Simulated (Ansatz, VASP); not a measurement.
One calculation of Y2AlN3, two programs

```
CELL_PARAMETERS angstrom
5.09831 0.00000 0.00000
-2.54915 4.41527 0.00000
0.00000 0.00000 4.04758
ATOMIC_POSITIONS crystal
Y 0.33333 0.66667 0.64222
Y 0.66667 0.33333 0.35778
Al 0.00000 0.00000 0.00000
N 0.33333 0.66667 0.20239
N 0.66667 0.33333 0.79761
N 0.00000 0.00000 0.50000
```

Alike in both runs: task single point; functional PBE; k mesh 6 × 6 × 4; occupations gaussian, width 0.1 eV; collinear spin.

|  | VASP | Ansatz |
| --- | --- | --- |
| version | VASP 6.6.1 | Ansatz 0.2.0 |
| potentials or method | VASP PAW PBE potentials, release 64 (Y_sv, Al, N), cutoff 520 eV | scalar-relativistic, plane waves, PAW |
| valence electrons in the cell | 40 | 40 |

```tsv
	VASP	Ansatz	Ansatz less VASP
gap on the k mesh at the Fermi level (eV)	none	none	-
pressure (GPa)	12.4	12.1	-0.21
traceless stress, the component that is largest in VASP (GPa)	34.25	33.53	-0.727
rms of the force components (eV/Å)	3.666	3.585	-0.0813
net moment per atom (μB)	0.02	0.01	-0.002
```

Atom by atom the forces differ by 0.082 eV/Å (rms over components). A gap of «none» marks a metal or a gap that the smearing closes. Ansatz's warnings: seeded moment not kept.

The k mesh is coarse, so the values compare programs but aren't converged.
